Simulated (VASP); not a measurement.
Write the native input for VASP 6.6.1 that does the following.

| Item | Value |
| --- | --- |
| Task | single point |
| Functional | revPBE |
| Potentials or basis | VASP PAW PBE potentials, release 64 (Nb_sv) |
| Cutoff | 520 eV |
| k mesh | 14 × 14 × 7 |
| Occupations | fermi-dirac, width 0.1 eV |
| Spin | no spin polarisation |
| Dipole correction | no |
| Further INCAR settings | ALGO = Normal; EDIFF = 1e-07; NBANDS = 20 |

The structure of Nb lies in POSCAR:

```
Nb
1.0
    2.9201404118      0.0000000000      0.0000000000
   -1.4600702059      2.5289157792      0.0000000000
    0.0000000000      0.0000000000      5.3328016891
Nb
2
Direct
    0.3333333333      0.6666666667      0.2500000000
    0.6666666667      0.3333333333      0.7500000000
```

This cell differs from its parent crystal: volume scaled by 1.04.

These files were run (other wordings do the same):

INCAR

```
PREC = Accurate
ENCUT = 520
EDIFF = 1E-7
ISMEAR = -1
SIGMA = 0.1
LREAL = False
LASPH = True
NELM = 60
ALGO = Normal
ISIF = 2
LWAVE = False
LCHARG = False
GGA = RE
NBANDS = 20
```

KPOINTS

```
Automatic mesh
0
Gamma
  14 14 7
```

Potentials or basis: VASP PAW PBE potentials, release 64 (Nb_sv).

Launch:

```sh
$ cat potpaw_PBE.64/Nb_sv/POTCAR > POTCAR
$ mpirun -np 1 vasp_std > vasp.out
```

It gave:

```yaml
Pressure: -6.0 GPa
Band_gap_on_the_k_mesh: zero (band 13 reaches 11.80 eV, above the bottom of band 14 at 9.86 eV)
```

Caveat: the PAW data sets were made with another functional, which shifts forces and pressure a little.

Wall time 42 s on 1 thread of Intel(R) Xeon(R) 6975P-C (Granite Rapids) (shared host), peak memory 0.19 GiB.
